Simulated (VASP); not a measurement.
# Ca: relaxation of cell and atoms with PBEsol

Crystal: Ca.

```
CELL_PARAMETERS angstrom
3.98000 0.00000 0.00000
-1.99000 3.44678 0.00000
0.00000 0.00000 6.52000
ATOMIC_POSITIONS crystal
Ca 0.33333 0.66667 0.25000
Ca 0.66667 0.33333 0.75000
```

```json
{
 "Program": "VASP 6.6.1",
 "Task": "relaxation of cell and atoms",
 "Functional": "PBEsol",
 "Potentials or basis": "VASP PAW PBE potentials, release 64 (Ca_sv)",
 "Cutoff": "600 eV",
 "k mesh": "12 × 12 × 8",
 "Occupations": "gaussian, width 0.1 eV",
 "Spin": "no spin polarisation",
 "Dipole correction": "no",
 "Further INCAR settings": "ALGO = Normal; EDIFF = 1e-06; IBRION = 2; EDIFFG = -0.005; NSW = 100; ISIF = 3"
}
```

- Relaxed volume: 40.83 Å³/atom
- Relaxed cell: a = 3.855 Å, b = 3.855 Å, c = 6.346 Å, α = 90.00°, β = 90.00°, γ = 120.00°
- Space group after relaxing (to 0.05 Å): P6_3/mmc (No. 194)
- Energy gained by relaxing: 18.3 meV/atom
- Ionic steps: 8
- Pressure after relaxing: 0.0 GPa
- Band gap on the k mesh: zero (band 10 reaches 2.32 eV, above the bottom of band 11 at 1.86 eV)

Step by step:
```tsv
step	energy change (eV)	largest force (eV/Å)	pressure (GPa)	volume (Å³)
1	0.0000	0.0000	-1.41	89.44
2	-0.0314	0.0000	-0.56	84.44
3	-0.0364	0.0000	-0.05	81.93
4	-0.0364	0.0000	0.00	81.69
5	-0.0364	0.0000	0.03	81.54
6	-0.0365	0.0000	0.04	81.53
7	-0.0365	0.0000	0.04	81.52
8	-0.0365	0.0000	0.00	81.67
```

Final structure:
```
Ca
1.0
     3.85498    0.00000    0.00000
    -1.92749    3.33851    0.00000
     0.00000    0.00000    6.34574
Ca
2
Direct
  0.33333 0.66667 0.25000
  0.66667 0.33333 0.75000
```

Levels at points of the mesh, in eV from the Fermi level:
```tsv
k point	band 8	band 9	band 10	band 11	band 12	band 13
(0.00, 0.00, 0.00)	-22.80	-4.16	-1.11	-0.23	2.26	2.30
(0.50, 0.00, 0.00)	-22.83	-1.16	-0.71	0.16	0.33	1.36
(0.00, 0.00, 0.50)	-22.82	-3.12	-3.12	1.36	1.36	2.29
(0.50, 0.00, 0.50)	-22.84	-0.74	-0.74	0.10	0.10	1.43
```

Wall time 6.4 min on 1 thread of Intel(R) Xeon(R) Platinum 8488C (Sapphire Rapids) (shared host), peak memory 0.32 GiB.

Caveat: the PAW data sets were made with another functional, which shifts forces and pressure a little.
